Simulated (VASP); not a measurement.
Wanted: the native input for a VASP 6.6.1 run.

```yaml
Task: single point
Functional: PBE-based screened hybrid with 50 % exact exchange
Potentials_or_basis: VASP PAW PBE potentials, release 64 (Sn_d, Te)
Cutoff: 520 eV
k_mesh: 4 × 4 × 4
Occupations: fermi-dirac, width 0.02 eV
Spin: no spin polarisation
Dipole_correction: no
Grid_for_exact_exchange_PRECFOCK: Normal
Share_of_exact_exchange: 0.5
Further_INCAR_settings: ALGO = Normal; EDIFF = 1e-06; NBANDS = 20
Screening_parameter: 0.1 1/Å
```

SnTe2:

```
Sn Te
1.0
     0.00000    3.70104    3.70104
     3.70104    0.00000    3.70104
     3.70104    3.70104    0.00000
Sn Te
1 2
Direct
  0.00000 0.00000 0.00000
  0.25000 0.25000 0.25000
  0.75000 0.75000 0.75000
```

These files were run (other wordings do the same):

POSCAR

```
SnTe2
1.0
    0.0000000000      3.7010376726      3.7010376726
    3.7010376726      0.0000000000      3.7010376726
    3.7010376726      3.7010376726      0.0000000000
Sn Te
1 2
Direct
    0.0000000000      0.0000000000      0.0000000000
    0.2500000000      0.2500000000      0.2500000000
    0.7500000000      0.7500000000      0.7500000000
```

INCAR.step1

```
ALGO = Normal
EDIFF = 1E-5
ENCUT = 520
GGA = PE
ISIF = 2
ISMEAR = -1
LASPH = T
LCHARG = F
LREAL = F
LWAVE = T
NBANDS = 20
NELM = 60
PREC = Accurate
SIGMA = 0.02
```

INCAR.step2

```
AEXX = 0.5
ALGO = Normal
EDIFF = 1E-6
ENCUT = 520
GGA = PE
HFSCREEN = 0.1
ISIF = 2
ISMEAR = -1
ISTART = 1
LASPH = T
LCHARG = F
LHFCALC = T
LREAL = F
LWAVE = F
NBANDS = 20
NELM = 60
PREC = Accurate
PRECFOCK = Normal
SIGMA = 0.02
```

KPOINTS

```
k-points
0
Gamma
  4 4 4
```

Potentials or basis: VASP PAW PBE potentials, release 64 (Sn_d, Te).

Launch:

```bash
$ cat potpaw_PBE.64/Sn_d/POTCAR potpaw_PBE.64/Te/POTCAR > POTCAR
$ cp INCAR.step1 INCAR
$ mpirun -np 1 vasp_std > vasp.out
$ cp INCAR.step2 INCAR
$ mpirun -np 1 vasp_std > vasp.out
```

It gave:

```yaml
Pressure: -2.8 GPa
Band_gap_on_the_k_mesh: zero (bands 13 and 14 overlap by 3.01 eV)
```

Caveat: the k points lie up to 0.37 Å⁻¹ apart, too coarse for converged energies and pressures of a metal; the PAW data sets were made with another functional, which shifts forces and pressure a little; spin-orbit coupling is left out, which moves the levels of the heavy elements.

Wall time 41 min on 1 thread of Intel(R) Xeon(R) Platinum 8259CL CPU @ 2.50GHz (Skylake/Cascade Lake) (shared host), peak memory 0.36 GiB.
